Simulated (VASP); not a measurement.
Input of a VASP 6.6.1 run:

File INCAR:

```
SYSTEM = RbSi2
PREC     = Accurate       ! precision mode
ENCUT    = 520            ! plane-wave cutoff, eV
EDIFF    = 1E-6           ! SCF threshold, eV
ISMEAR   = 0              ! smearing method
SIGMA    = 0.1            ! smearing width, eV
LREAL    = .False.        ! projectors in reciprocal space
LASPH    = .True.         ! aspherical terms in the spheres
NELM     = 100            ! most SCF steps
ALGO     = Normal         ! electronic algorithm
ISIF     = 2              ! what is computed and relaxed
LWAVE    = .False.        ! write WAVECAR
LCHARG   = .True.         ! write CHGCAR
GGA      = PS             ! functional
LELF     = .True.         ! ELF
LVHAR    = .True.       
NBANDS   = 16             ! bands
```

KPOINTS

```
regular mesh
0
Gamma
  12 12 8
  0 0 0
```

The input POSCAR:

```
RbSi2
1.0
    3.9716658493      0.0000000000      0.0000000000
   -1.9858329247      3.4395635208      0.0000000000
    0.0000000000      0.0000000000      6.0474150687
Rb Si
1 2
Direct
    0.0000000000      0.0000000000      0.0000000000
    0.3333333333      0.6666666667      0.4489264928
    0.6666666667      0.3333333333      0.5510735072
```

Potentials or basis: VASP PAW PBE potentials, release 64 (Rb_sv, Si).

Command:

```sh
$ cat potpaw_PBE.64/Rb_sv/POTCAR potpaw_PBE.64/Si/POTCAR > POTCAR
$ mpirun -np 1 vasp_std > vasp.out
```

Predict the band gap on the k mesh.

zero (an odd number of electrons rules out a gap without spin polarisation).

Estimate the largest force.

0.019 eV/Å.

Forces in eV/Å, atoms in the order of the input:
```
Rb   0.000  0.000  0.000
Si   0.000  0.000  0.019
Si   0.000  0.000 -0.019
```

Caveat: the PAW data sets were made with another functional, which shifts forces and pressure a little.
